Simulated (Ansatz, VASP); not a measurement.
Al2Cu in VASP and in Ansatz

```
Cu Al
1.0
     3.37845    0.00000    0.00000
    -1.68922    2.92582    0.00000
     0.00000    0.00000    4.43774
Cu Al
1 2
Cartesian
  0.0000 0.0000 0.0000
  0.0000 1.9505 2.2189
  1.6892 0.9753 2.2189
```

Alike in both runs: task relaxation of cell and atoms; functional PBEsol; k mesh 6 × 6 × 4; occupations gaussian, width 0.1 eV; no spin polarisation.

|  | VASP | Ansatz |
| --- | --- | --- |
| version | VASP 6.6.1 | Ansatz 0.2.0 |
| potentials or method | VASP PAW PBE potentials, release 64 (Cu, Al), cutoff 600 eV | scalar-relativistic, plane waves, PAW |
| valence electrons in the cell | 17 | 25 |

```csv
,VASP,Ansatz,Ansatz less VASP
"gap on the k mesh at the Fermi level, each at its own relaxed structure (eV)",none,none,-
relaxed volume (Å³/atom),15.32,15.23,-0.090
relaxed cell length with the largest relative difference (Å),4.538,4.528,-0.0099
```

VASP's potentials were made for PBE, not for PBEsol. A gap of «none» marks a metal or a gap that the smearing closes. VASP's potentials hold 17 valence electrons a cell and Ansatz's 25, so a difference there can come from the potentials and not from the codes.
